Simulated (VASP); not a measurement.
Input of a VASP 6.6.1 run:

File INCAR:

```
SYSTEM = Cs2KClF6
ALGO = Normal ; EDIFF = 1E-7
ENCUT = 520 ; GGA = PE
ISIF = 2 ; ISMEAR = 1
ISYM = 0 ; LASPH = .True.
LCHARG = .False. ; LREAL = .False.
LWAVE = .False. ; NBANDS = 49
NELM = 100 ; PREC = Accurate
SIGMA = 0.0151
```

The input KPOINTS:

```
Automatic mesh
0
Gamma
  4 4 4
  0.5 0.5 0.5
```

File POSCAR:

```
Cs2KClF6
1.0
    0.0000000000      4.6635450000      4.6635450000
    4.6635450000      0.0000000000      4.6635450000
    4.6635450000      4.6635450000      0.0000000000
F K Cl Cs
6 1 1 2
Direct
    0.7850000000      0.2150000000      0.2150000000
    0.2150000000      0.7850000000      0.2150000000
    0.2150000000      0.7850000000      0.7850000000
    0.7850000000      0.2150000000      0.7850000000
    0.2150000000      0.2150000000      0.7850000000
    0.7850000000      0.7850000000      0.2150000000
    0.5000000000      0.5000000000      0.5000000000
    0.0000000000      0.0000000000      0.0000000000
    0.2500000000      0.2500000000      0.2500000000
    0.7500000000      0.7500000000      0.7500000000
```

Potentials or basis: VASP PAW PBE potentials, release 64 (F, K_sv, Cl, Cs_sv).

Run with:

```console
$ cat potpaw_PBE.64/F/POTCAR potpaw_PBE.64/K_sv/POTCAR potpaw_PBE.64/Cl/POTCAR potpaw_PBE.64/Cs_sv/POTCAR > POTCAR
$ mpirun -np 1 vasp_std > vasp.out
```

Task: Estimate the band gap on the k mesh.

Result: Zero (bands 38 and 39 overlap by 0.05 eV).

Task: Estimate the largest force.

Result: 1.570 eV/Å.

Task: Predict the pressure.

Result: 4.0 GPa.

Forces in eV/Å, atoms in the order of the input:
```
F    1.570  0.000  0.000
F    0.000  1.570  0.000
F   -1.570  0.000  0.000
F    0.000 -1.570  0.000
F    0.000  0.000  1.570
F    0.000  0.000 -1.570
K    0.000  0.000  0.000
Cl   0.000  0.000  0.000
Cs   0.000  0.000  0.000
Cs   0.000  0.000  0.000
```

Caveat: the cell stands under pressure; spin-orbit coupling is left out, which moves the levels of the heavy elements; forces of over 1 eV/Å act on the atoms, so gaps and moduli don't describe the material at rest.
